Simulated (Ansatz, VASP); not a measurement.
One calculation of Re, two programs

File INCAR:

```
SYSTEM = Re
ALGO     = Normal         ! electronic algorithm
EDIFF    = 1E-6           ! SCF threshold, eV
ENCUT    = 520            ! plane-wave cutoff, eV
GGA      = PE             ! functional
ISIF     = 2              ! what is computed and relaxed
ISMEAR   = 0              ! smearing method
LASPH    = .True.         ! aspherical terms in the spheres
LCHARG   = .False.        ! write CHGCAR
LREAL    = .False.        ! projectors in reciprocal space
LWAVE    = .False.        ! write WAVECAR
NBANDS   = 14             ! bands
NELM     = 100            ! most SCF steps
PREC     = Accurate       ! precision mode
SIGMA    = 0.15           ! smearing width, eV
```

The input KPOINTS:

```
k-points
0
Gamma
  18 18 10
  0 0 0
```

File POSCAR:

```
Re
1.0
    2.7748241524      0.0000000000      0.0000000000
   -1.3874120762      2.4030682070      0.0000000000
    0.0000000000      0.0000000000      4.4842238099
Re
2
Direct
    0.3333333333      0.6666666667      0.2066480157
    0.6666666667      0.3333333333      0.7933519843
```

Input for Ansatz:

```yaml
crystal:
  lattice:
    - [2.7748241524, 0.0, 0.0]
    - [-1.3874120762, 2.403068207, 0.0]
    - [0.0, 0.0, 4.4842238099]
  atoms:
    - { symbol: Re, position: [0.3333333333, 0.6666666667, 0.2066480157] }
    - { symbol: Re, position: [0.6666666667, 0.3333333333, 0.7933519843] }
basis:
  ecutwfc: 420
kpoints:
  mp_grid: { grid: [18, 18, 10] }
hamiltonian:
  xc: pbe
scf:
  occupations: { method: gaussian, width: 0.15 }
output:
  forces: true
  stress: true
  eigenvalues: true
```

Change from the starting cell: mode 4 frozen in at -0.194 Å, equal normal strain along x and y +0.0000.

Alike in both runs: task single point; functional PBE; k mesh 18 × 18 × 10; occupations gaussian, width 0.15 eV; no spin polarisation.

|  | VASP | Ansatz |
| --- | --- | --- |
| version | VASP 6.6.1 | Ansatz 0.2.0 |
| potentials or method | VASP PAW PBE potentials, release 64 (Re), cutoff 520 eV | scalar-relativistic, plane waves, PAW |
| valence electrons in the cell | 14 | 30 |

|  | VASP | Ansatz | Ansatz less VASP |
| --- | --- | --- | --- |
| gap on the k mesh at the Fermi level (eV) | none | none | - |
| pressure (GPa) | 25.5 | 26.0 | +0.51 |
| traceless stress, the component that is largest in VASP (GPa) | 10.13 | 10.86 | +0.738 |
| rms of the force components (eV/Å) | 3.208 | 3.309 | +0.1018 |

Atom by atom the forces differ by 0.102 eV/Å (rms over components). A gap of «none» marks a metal or a gap that the smearing closes. With one functional, cell and mesh, what is left measures potentials, basis and numerics. VASP's potentials hold 14 valence electrons a cell and Ansatz's 30, so a difference there can come from the potentials and not from the codes.

Spin-orbit coupling is off throughout.
